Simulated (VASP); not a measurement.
Write the native input for VASP 6.6.1 that does the following.

- Task: single point
- Functional: PBEsol
- Potentials or basis: VASP PAW PBE potentials, release 64 (Mo_sv)
- Cutoff: 520 eV
- k mesh: 16 × 16 × 16
- Occupations: gaussian, width 0.15 eV
- Spin: no spin polarisation
- Dipole correction: no
- Further INCAR settings: ALGO = Normal; EDIFF = 1e-06; NBANDS = 13

The structure of Mo lies in POSCAR:

```
Mo
1.0
   -1.5646534274      1.5646534274      1.5646534274
    1.5646534274     -1.5646534274      1.5646534274
    1.5646534274      1.5646534274     -1.5646534274
Mo
1
Direct
    0.0000000000      0.0000000000      0.0000000000
```

The input as run:

INCAR

```
  PREC = Accurate
  ENCUT = 520
  EDIFF = 1E-6
  ISMEAR = 0
  SIGMA = 0.15
  LREAL = F
  LASPH = T
  NELM = 60
  ALGO = Normal
  ISIF = 2
  LWAVE = F
  LCHARG = T
  GGA = PS
  LELF = T
  LVHAR = T
  NBANDS = 13
```

KPOINTS

```
regular mesh
0
Gamma
  16 16 16
```

Potentials or basis: VASP PAW PBE potentials, release 64 (Mo_sv).

The run is started by

```console
$ cat potpaw_PBE.64/Mo_sv/POTCAR > POTCAR
$ mpirun -np 1 vasp_std > vasp.out
```

Results of the run:

- Pressure: 0.5 GPa
- Band gap on the k mesh: zero (band 7 reaches 16.92 eV, above the bottom of band 8 at 11.39 eV)

Caveat: the PAW data sets were made with another functional, which shifts forces and pressure a little.

It took 12 s on 1 thread of Intel(R) Xeon(R) Platinum 8488C (Sapphire Rapids), with other jobs on the host, peak memory 0.14 GiB.
